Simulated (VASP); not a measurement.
The system is SiC.

```
CELL_PARAMETERS angstrom
3.07534 0.00000 0.00000
-1.53767 2.66332 0.00000
0.00000 0.00000 5.04822
ATOMIC_POSITIONS crystal
Si 0.33333 0.66667 0.00460
Si 0.66667 0.33333 0.50460
C 0.33333 0.66667 0.38040
C 0.66667 0.33333 0.88040
```

Base run:

```yaml
Program: VASP 6.6.1
Functional: r2SCAN
Potentials_or_basis: VASP PAW PBE potentials, release 64 (Si, C)
Cutoff: 520 eV
k_mesh: 12 × 12 × 6
Occupations: fermi-dirac, width 0.05 eV
Spin: no spin polarisation
```

Its results: band gap on the k mesh 2.66 eV, indirect (least direct gap 4.48 eV); pressure -0.2 GPa.

Q: The run is repeated on the same cell with these changes: k mesh from 12 × 12 × 6 to 8 × 8 × 6; occupations from fermi-dirac, width 0.05 eV to gaussian, width 0.01 eV. What comes out?

A: Band gap on the k mesh 2.92 eV, indirect (least direct gap 4.48 eV); pressure -0.2 GPa.

Caveats: the PAW data sets were made with another functional, which shifts forces and pressure a little.

A k mesh can miss the band edges.
